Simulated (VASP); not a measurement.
KI:

```
K I
1.0
     0.00000    3.53277    3.53277
     3.53277    0.00000    3.53277
     3.53277    3.53277    0.00000
K I
1 1
Cartesian
  0.0000 0.0000 0.0000
  3.5328 3.5328 3.5328
```

```yaml
Program: VASP 6.6.1
Task: relaxation of cell and atoms
Functional: PBE
Potentials_or_basis: VASP PAW PBE potentials, release 64 (K_sv, I)
Cutoff: 600 eV
k_mesh: 6 × 6 × 6
Occupations: gaussian, width 0.02 eV
Spin: no spin polarisation
```

At the start: pressure 0.6 GPa; volume 44.09 Å³/atom.

**Question.** How do energy, volume and symmetry change on relaxing?

**Answer.** Over 4 steps the energy falls by 4.3 meV/atom and the volume is 46.44 Å³/atom (+5.3 %); space group Fm-3m (No. 225, to 0.05 Å).

The path:
| step | energy change (eV) | largest force (eV/Å) | pressure (GPa) | volume (Å³) |
| --- | --- | --- | --- | --- |
| 1 | 0.0000 | 0.0000 | 0.62 | 88.18 |
| 2 | -0.0063 | 0.0000 | 0.31 | 90.38 |
| 3 | -0.0085 | 0.0000 | -0.05 | 93.26 |
| 4 | -0.0086 | 0.0000 | 0.00 | 92.87 |

Final structure:
```cif
data_structure
_symmetry_space_group_name_H-M 'P 1'
_symmetry_Int_Tables_number 1
_cell_length_a 5.0832
_cell_length_b 5.0832
_cell_length_c 5.0832
_cell_angle_alpha 60.000
_cell_angle_beta 60.000
_cell_angle_gamma 60.000
_cell_volume 92.87
loop_
_atom_site_label
_atom_site_type_symbol
_atom_site_fract_x
_atom_site_fract_y
_atom_site_fract_z
_atom_site_occupancy
K1 K 0.00000 0.00000 0.00000 1
I1 I 0.50000 0.50000 0.50000 1
```
